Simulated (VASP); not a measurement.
Runs of VASP 6.6.1 on CdS. The structure is that of space group Fm-3m (No. 225), or close to it. The cells are those of the table. 

```tsv
level	cell	cutoff (eV)	smearing	gap on the mesh (eV)	pressure (GPa)
PBE	a = 3.924 Å, angles 60.0°, 2 atoms	520	gaussian 0.01 eV	0.24	-1.7
PBE	a = 4.011 Å, angles 60.0°, 2 atoms	520	gaussian 0.01 eV	0.22	-5.2
PBE+D3(BJ)	a = 3.846 Å, angles 60.0°, 2 atoms	500	methfessel-paxton 0.01 eV	0.25	(b)
PBE	a = 3.806 Å, angles 60.0°, 2 atoms	520	gaussian 0.01 eV	0.25	(a)
PBE	a = 3.846 Å, angles 60.0°, 2 atoms	520	gaussian 0.01 eV	0.25	2.8
PBE	a = 3.962 Å, angles 60.0°, 2 atoms	520	gaussian 0.01 eV	0.24	-3.4
PBE	a = 3.723 Å, angles 60.0°, 2 atoms	520	gaussian 0.01 eV	0.22	13.1
PBE	a = 3.894 Å, angles 60.0°, 2 atoms	500	gaussian 0.01 eV	0.25	-0.1
PBE	a = 3.765 Å, angles 60.0°, 2 atoms	520	gaussian 0.01 eV	0.24	9.1
```

Alike in all rows: task single point; potentials or basis VASP PAW PBE potentials, release 64 (Cd, S); no spin polarisation; k mesh 12 × 12 × 12.

Problem. Fill in the values left out.

Solution. (a) 5.7; (b) -0.4.

A k mesh can miss the band edges, and the runs leave out spin-orbit coupling on Cd.
